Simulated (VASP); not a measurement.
# Sb (R-3m) in VASP: a series of runs

The runs below take Sb through single point, with PBE.

Program: VASP 6.6.1. These are calculated values, not measurements. Logs are shortened: lines on timing, memory, paths and dates and some standing lists are left out, and cuts for length are marked.

## 1. The cell of the first run

The structure is trigonal, space group R-3m (No. 166). The conventional cell has a = 4.376 Å, b = 4.376 Å, c = 11.530 Å, α = 90.00°, β = 90.00°, γ = 120.00°. Within 3.9 Å of Sb (site symmetry 3m) lie 6 Sb at 2.95 to 3.43 Å.

## 2. Single point, PBE

INCAR reads:

```
SYSTEM = Sb
ALGO = Normal ; EDIFF = 1E-7
ENCUT = 520 ; GGA = PE
ISIF = 2 ; ISMEAR = 0
LASPH = .TRUE. ; LCHARG = .FALSE.
LREAL = .FALSE. ; LWAVE = .FALSE.
NBANDS = 12 ; NELM = 60
PREC = Accurate ; SIGMA = 0.3
```

KPOINTS reads:

```
k-points
0
G
  9 9 9
  0 0 0
```

POSCAR reads:

```
Sb
1.0
    2.1879029667      1.2631863668      3.8431731385
   -2.1879029667      1.2631863668      3.8431731385
    0.0000000000     -2.5263727336      3.8431731385
Sb
2
Direct
    0.2326795448      0.2326795448      0.2326795448
    0.7673204552      0.7673204552      0.7673204552
```

Potentials or basis: VASP PAW PBE potentials, release 64 (Sb).

Launch:

```
$ cat potpaw_PBE.64/Sb/POTCAR > POTCAR
$ mpirun -np 1 vasp_std > vasp.out
```

OUTCAR:

```text
SYSTEM = Sb
   EDIFF = 1E-7
   ENCUT = 520
   GGA = PE
   ISIF = 2
   ISMEAR = 0
   LASPH = .TRUE.
   LREAL = .FALSE.
   NELM = 60
   PREC = Accurate

 ion  position               nearest neighbor table
   1  0.233  0.233  0.233-   2 2.95   2 2.95   2 2.95   2 3.43   2 3.43   2 3.43
   2  0.767  0.767  0.767-   1 2.95   1 2.95   1 2.95   1 3.43   1 3.43   1 3.43

  LATTYP: Found a trigonal (rhomboedric) cell.
 ALAT       =     4.5991889460
 COS(alpha) =     0.5473905614

  Lattice vectors:

 A1 = (   2.1879029667,   1.2631863668,   3.8431731385)
 A2 = (  -2.1879029667,   1.2631863668,   3.8431731385)
 A3 = (   0.0000000000,  -2.5263727336,   3.8431731385)

Analysis of symmetry for initial positions (statically):
=====================================================================
 Subroutine PRICEL returns:
 Original cell was already a primitive cell.

 Routine SETGRP: Setting up the symmetry group for a
 trigonal (rhombohedral) supercell.

 Subroutine GETGRP returns: Found 12 space group operations
 (whereof 12 operations were pure point group operations)
 out of a pool of 12 trial point group operations.

The static configuration has the point symmetry D_3d.

Analysis of symmetry for dynamics (positions and initial velocities):
=====================================================================
 Subroutine PRICEL returns:
 Original cell was already a primitive cell.

 Routine SETGRP: Setting up the symmetry group for a
 trigonal (rhombohedral) supercell.

 Subroutine GETGRP returns: Found 12 space group operations
 (whereof 12 operations were pure point group operations)
 out of a pool of 12 trial point group operations.

The dynamic configuration has the point symmetry D_3d.

 Subroutine INISYM returns: Found 12 space group operations
 (whereof 12 operations are pure point group operations),
 and found     1 'primitive' translations

----------------------------------------------------------------------------------------

                                     Primitive cell

  volume of cell :      63.7289

  direct lattice vectors                    reciprocal lattice vectors
     2.187902967  1.263186367  3.843173139     0.228529330  0.131941470  0.086733884
    -2.187902967  1.263186367  3.843173139    -0.228529330  0.131941470  0.086733884
     0.000000000 -2.526372734  3.843173139     0.000000000 -0.263882941  0.086733884

  length of vectors
     4.599188946  4.599188946  4.599188946     0.277771440  0.277771440  0.277771440

  position of ions in fractional coordinates (direct lattice)
     0.232679545  0.232679545  0.232679545
     0.767320455  0.767320455  0.767320455

  ion indices of the primitive-cell ions
   primitive index   ion index
                 1           1
                 2           2

----------------------------------------------------------------------------------------

 KPOINTS: k-points

Automatic generation of k-mesh.
 Grid dimensions read from file:
 generate k-points for:    9    9    9

 Generating k-lattice:

  Cartesian coordinates                     Fractional coordinates (reciprocal lattice)
     0.025392148  0.014660163  0.009637098     0.111111111  0.000000000 -0.000000000
    -0.025392148  0.014660163  0.009637098     0.000000000  0.111111111 -0.000000000
     0.000000000 -0.029320327  0.009637098    -0.000000000 -0.000000000  0.111111111

  Length of vectors
     0.030863493  0.030863493  0.030863493

  Shift w.r.t. Gamma in fractional coordinates (k-lattice)
     0.000000000  0.000000000  0.000000000

 Subroutine IBZKPT returns following result:
 ===========================================

 Found     85 irreducible k-points:

 Following reciprocal coordinates:
            Coordinates               Weight
  0.000000  0.000000  0.000000      1.000000
  0.111111  0.000000 -0.000000      6.000000
  0.222222  0.000000 -0.000000      6.000000
  0.333333 -0.000000 -0.000000      6.000000
  0.444444  0.000000 -0.000000      6.000000
  0.111111  0.111111 -0.000000      6.000000
[... 16 lines left out ...]
 -0.333333  0.333333  0.000000      6.000000
  0.444444  0.444444 -0.000000      6.000000
 [... further k-points ...]
   k-points           NKPTS =     85   k-points in BZ     NKDIM =     85   number of bands    NBANDS=     12
   number of dos      NEDOS =    301   number of ions     NIONS =      2
   total plane-waves  NPLWV =  46656
   dimension x,y,z NGX =    36 NGY =   36 NGZ =   36
   dimension x,y,z NGXF=    72 NGYF=   72 NGZF=   72
   ions per type =               2
   NGX,Y,Z   is equivalent  to a cutoff of  13.01, 13.01, 13.01 a.u.
   NGXF,Y,Z  is equivalent  to a cutoff of  26.03, 26.03, 26.03 a.u.
 SYSTEM =  Sb
   PREC   = accura    normal or accurate (medium, high low for compatibility)
   ISTART =      0    job   : 0-new  1-cont  2-samecut
   ICHARG =      2    charge: 1-file 2-atom 10-const
   ISPIN  =      1    spin polarized calculation?
   LNONCOLLINEAR =      F non collinear calculations
   LSORBIT =      F    spin-orbit coupling
   LASPH  =      T    aspherical Exc in radial PAW
   ENCUT  =  520.0 eV  38.22 Ry    6.18 a.u.   8.55  8.55  8.55*2*pi/ulx,y,z
   NELM   =     60;   NELMIN=  2; NELMDL= -5     # of ELM steps
   EDIFF  = 0.1E-06   stopping-criterion for ELM
   LREAL  =      F    real-space projection
   EDIFFG = 0.1E-05   stopping-criterion for IOM
   NSW    =      0    number of steps for IOM
   IBRION =     -1    ionic relax: 0-MD 1-quasi-New 2-CG
   NFREE  =      0    steps in history (QN), initial steepest desc. (CG)
   ISIF   =      2    stress and relaxation
   ISYM   =      2    0-nonsym 1-usesym 2-fastsym
   POTIM  = 0.5000    time-step for ionic-motion
   TEBEG  =    0.0;   TEEND  =   0.0 temperature during run
   PSTRESS=    0.0 pullay stress
   NELECT =      10.0000    total number of electrons
   NUPDOWN=      -1.0000    fix difference up-down
   EMIN   =  10.00;   EMAX   =-10.00  energy-range for DOS
   EFERMI =   0.00;   METHOD = LEGACY
   ISMEAR =     0;   SIGMA  =   0.30  broadening in eV -4-tet -1-fermi 0-gaus
   EFERMI_NEDOS =   21; number of points for ismear=-14 and -15
   IALGO  =     38    algorithm
   IMIX   =      4    mixing-type and parameters
     AMIX     =   0.40;   BMIX     =  1.00
     AMIX_MAG =   1.60;   BMIX_MAG =  1.00
  volume/ion in A,a.u.               =      31.86       215.03
  Fermi-wavevector in a.u.,A,eV,Ry     =   0.883004  1.668635 10.608406  0.779696
  Thomas-Fermi vector in A             =   2.003712
   LORBIT       =      0    0 simple, 1 ext, 2 COOP (PROOUT), +10 PAW based schemes
   GGA     = PE    functional components
   LHFCALC =     F    Hartree Fock is set to
   AEXX    =    0.0000 exact exchange contribution
   IVDW    =     0    specifies the selected vdW correction
   LEPSILON=     F    determine dielectric tensor
   LRPA    =     F    only Hartree local field effects (RPA)
 non-spin polarized calculation
 Gauss-broadening in eV      SIGMA  =   0.30
  energy-cutoff  :      520.00
  volume of cell :       63.73
 maximum number of plane-waves:      1737
 NGX is ok and might be reduce to    36
   NGX = 17   NGY = 17   NGZ = 17

 number of electron      10.0000000 magnetization

 Free energy of the ion-electron system (eV)
  ---------------------------------------------------
  ext. energy  EPLUGINS =         0.00000000
  ---------------------------------------------------
  free energy    TOTEN  =        -8.28529891 eV

  energy without entropy =       -8.27388638  energy(sigma->0) =       -8.27959265

 E-fermi :   6.6076     XC(G=0):  -9.2979

 val. band max:        6.4843394352   @ k =   0.3333   0.2222   0.2222
 cond. band min:       6.6519578947   @ k =   0.4444   0.0000  -0.0000
 fundamental gap:      0.1676184595
 Fermi energy:         6.6075690258

 k-point     1 :       0.0000    0.0000    0.0000
  band No.  band energies     occupation
      1      -5.7043      2.00000
      2       1.5674      2.00000
      3       4.6841      2.00000
      4       4.9342      2.00000
      5       4.9342      2.00000
      6       8.5870      0.00000
      7       9.2142      0.00000
      8       9.2142      0.00000
      9      11.8082      0.00000
     10      11.8082      0.00000
     11      11.9457      0.00000
     12      13.3420      0.00000

 k-point     2 :       0.1111    0.0000   -0.0000
  band No.  band energies     occupation
      1      -5.5753      2.00000
      2       1.0758      2.00000
      3       4.7199      2.00000
      4       4.8985      2.00000
      5       5.0819      2.00000
      6       8.5343      0.00000
      7       8.8732      0.00000
      8       8.9366      0.00000
      9      11.3260      0.00000
     10      11.7152      0.00000
     11      11.8517      0.00000
     12      14.1493      0.00000

 k-point     3 :       0.2222    0.0000   -0.0000
  band No.  band energies     occupation
      1      -5.1914      2.00000
      2      -0.0262      2.00000
      3       4.7133      2.00000
      4       4.8247      2.00000
      5       5.4308      2.00000
      6       8.0007      0.00000
      7       8.2050      0.00000
      8       8.2940      0.00000
      9      11.4176      0.00000
     10      11.9473      0.00000
     11      12.4365      0.00000
     12      15.7951      0.00000

 k-point     4 :       0.3333   -0.0000   -0.0000
  band No.  band energies     occupation
      1      -4.5664      2.00000
      2      -1.2891      2.00000
      3       4.7538      2.00000
      4       4.7681      2.00000
      5       5.7744      1.99991
      6       7.2786      0.00156
      7       7.4430      0.00008
      8       7.6723      0.00000
      9      12.2537      0.00000
     10      13.0122      0.00000
     11      13.5727      0.00000
     12      16.8489      0.00000

 k-point     5 :       0.4444    0.0000   -0.0000
  band No.  band energies     occupation
      1      -3.7637      2.00000
      2      -2.4484      2.00000
      3       4.7476      2.00000
      4       4.8317      2.00000
      5       6.1528      1.96796
      6       6.6520      0.83425
      7       6.9327      0.12539
      8       7.3078      0.00096
      9      13.5216      0.00000
     10      14.6159      0.00000
     11      15.0837      0.00000
     12      15.2844      0.00000
[... 228 lines left out ...]
      1      -3.8820      2.00000
      2      -1.2313      2.00000
      3       2.1169      2.00000
      4       3.3619      2.00000
      5       3.5967      2.00000
      6       8.7815      0.00000
      7      10.5145      0.00000
      8      11.0563      0.00000
      9      11.5146      0.00000
     10      15.4409      0.00000
     11      15.6116      0.00000
     12      16.3166      0.00000

 k-point    22 :      -0.4444    0.3333    0.0000
  band No.  band energies     occupation
      1      -3.2985      2.00000
      2      -2.0107      2.00000
      3       1.7666      2.00000
      4       3.5344      2.00000
      5       3.7666      2.00000
      6       9.3885      0.00000
      7       9.8490      0.00000
      8      10.6019      0.00000
      9      11.9948      0.00000
     10      14.4171      0.00000
     11      15.3528      0.00000
     12      17.1075      0.00000

 k-point    23 :      -0.3333    0.3333    0.0000
  band No.  band energies     occupation
      1      -2.8472      2.00000
      2      -2.7061      2.00000
      3       1.8815      2.00000
      4       3.9981      2.00000
      5       4.1710      2.00000
      6       8.7339      0.00000
      7       8.9651      0.00000
      8      11.7289      0.00000
      9      11.8112      0.00000
     10      13.0735      0.00000
     11      14.4144      0.00000
     12      16.4669      0.00000

 k-point    24 :       0.4444    0.4444   -0.0000
  band No.  band energies     occupation
      1      -3.6535      2.00000
      2      -1.2403      2.00000
      3       1.6827      2.00000
      4       3.1835      2.00000
      5       3.2390      2.00000
      6       8.3100      0.00000
      7      11.2080      0.00000
      8      11.8711      0.00000
      9      12.6574      0.00000
     10      15.0589      0.00000
     11      16.0319      0.00000
     12      17.1800      0.00000

 [... further k-points ...]
[... 5 lines left out ...]
  --------------------------------------------------------------------------------------
  -------------------------------------------------------------------------------------
  Total        0.0153718      0.0153718      0.0187218      0.0000000     -0.0000000      0.0000000
  in kB        0.3864553      0.3864553      0.4706760      0.0000000     -0.0000000      0.0000000
  external PRESSURE =       0.4145289 kB  Pullay stress =       0.0000000 kB

 VOLUME and BASIS-vectors are now :
 -----------------------------------------------------------------------------
  energy-cutoff  :      520.00
  volume of cell :       63.73
      direct lattice vectors                 reciprocal lattice vectors
     2.187902967  1.263186367  3.843173139     0.228529330  0.131941470  0.086733884
    -2.187902967  1.263186367  3.843173139    -0.228529330  0.131941470  0.086733884
     0.000000000 -2.526372734  3.843173139     0.000000000 -0.263882941  0.086733884

 POSITION                                       TOTAL-FORCE (eV/Angst)
 -----------------------------------------------------------------------------------
      0.00000      0.00000      2.68268         0.000000      0.000000      0.041556
      0.00000      0.00000      8.84684         0.000000      0.000000     -0.041556
 -----------------------------------------------------------------------------------
    total drift:                               -0.000000     -0.000000     -0.000000

  FREE ENERGIE OF THE ION-ELECTRON SYSTEM (eV)
  ---------------------------------------------------
  free  energy   TOTEN  =        -8.2852989102 eV

  energy  without entropy=       -8.2738863800  energy(sigma->0) =       -8.27959265
```

Wall time 47 s (1 thread of Intel Xeon Platinum 8259CL at 2.50GHz (Skylake/Cascade Lake), shared host); peak memory 0.23 GiB.

Results:

- Free energy: -8.2853 eV
- Pressure: 0.0 GPa
- Largest force: 0.042 eV/Å
- Band gap on the k mesh: 0.17 eV, indirect (least direct gap 0.50 eV)

Forces in eV/Å, atoms in the order of the input:
```
Sb   0.000  0.000  0.042
Sb   0.000  0.000 -0.042
```

Levels at points of the mesh, in eV from the valence-band top:
| k point | band 3 | band 4 | band 5 | band 6 | band 7 | band 8 |
| --- | --- | --- | --- | --- | --- | --- |
| (0.00, 0.00, 0.00) | -1.80 | -1.55 | -1.55 | 2.10 | 2.73 | 2.73 |

Caveat: spin-orbit coupling is left out, which moves the levels of the heavy elements.

## 3. Single point, PBE

INCAR reads:

```
ALGO = Normal
EDIFF = 1E-6
ENCUT = 520
GGA = PE
ISIF = 2
ISMEAR = 0
LASPH = True
LCHARG = False
LREAL = False
LWAVE = False
NBANDS = 12
NELM = 60
PREC = Accurate
SIGMA = 0.6
```

KPOINTS reads:

```
k-points
0
Gamma
  9 9 9
```

POSCAR is that of step 2.

Potentials or basis: VASP PAW PBE potentials, release 64 (Sb).

Launch:

```
$ cat potpaw_PBE.64/Sb/POTCAR > POTCAR
$ mpirun -np 1 vasp_std > vasp.out
```

Run time: 43 s. Hardware: 1 thread of Intel Xeon Platinum 8259CL at 2.50GHz (Skylake/Cascade Lake), shared host; peak memory 0.23 GiB.

The run converged. Its results:

| Quantity | Value |
| --- | --- |
| Free energy | -8.3140 eV |
| Pressure | 0.1 GPa |
| Largest force | 0.115 eV/Å |
| Band gap on the k mesh | 0.17 eV, indirect (least direct gap 0.50 eV) |

Forces on the atoms (eV/Å):
```
Sb   0.000  0.000  0.115
Sb   0.000  0.000 -0.115
```

Stress tensor (GPa, compression positive):
```
0.03 0.00 0.00
0.00 0.03 0.00
0.00 0.00 0.17
```

Levels at points of the mesh, in eV from the valence-band top:
```tsv
k point	band 2	band 3	band 4	band 5	band 6	band 7	band 8	band 9
(0.00, 0.00, 0.00)	-4.92	-1.80	-1.55	-1.55	2.10	2.73	2.73	5.33
```

Caveat: spin-orbit coupling is left out, which moves the levels of the heavy elements.

(Continued in part 2 of 3.)
